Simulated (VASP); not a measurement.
The system is SrTe.

```
CELL_PARAMETERS angstrom
0.00000 3.35584 3.35584
3.35584 0.00000 3.35584
3.35584 3.35584 0.00000
ATOMIC_POSITIONS crystal
Sr 0.00000 0.00000 0.00000
Te 0.50000 0.50000 0.50000
```

```yaml
Program: VASP 6.6.1
Task: relaxation of cell and atoms
Functional: PBEsol
Potentials_or_basis: VASP PAW PBE potentials, release 64 (Sr_sv, Te)
Cutoff: 500 eV
k_mesh: 6 × 6 × 6
Occupations: fermi-dirac, width 0.03 eV
Spin: no spin polarisation
```

At the start: pressure -1.4 GPa; volume 37.79 Å³/atom.

**Question.** Where does the relaxation end?

**Answer.** Over 3 steps the energy falls by 7.3 meV/atom and the volume is 36.19 Å³/atom (-4.2 %); space group Fm-3m (No. 225, to 0.05 Å).

The path:
```csv
step,energy change (eV),largest force (eV/Å),pressure (GPa),volume (Å³)
1,0.0000,0.0000,-1.41,75.58
2,-0.0143,0.0000,0.19,72.02
3,-0.0145,0.0000,0.00,72.39
```

Final structure:
```cif
data_structure
_symmetry_space_group_name_H-M 'P 1'
_symmetry_Int_Tables_number 1
_cell_length_a 4.6780
_cell_length_b 4.6780
_cell_length_c 4.6780
_cell_angle_alpha 60.000
_cell_angle_beta 60.000
_cell_angle_gamma 60.000
_cell_volume 72.39
loop_
_atom_site_label
_atom_site_type_symbol
_atom_site_fract_x
_atom_site_fract_y
_atom_site_fract_z
_atom_site_occupancy
Sr1 Sr 0.00000 0.00000 0.00000 1
Te1 Te 0.50000 0.50000 0.50000 1
```

Caveat: the PAW data sets were made with another functional, which shifts forces and pressure a little.
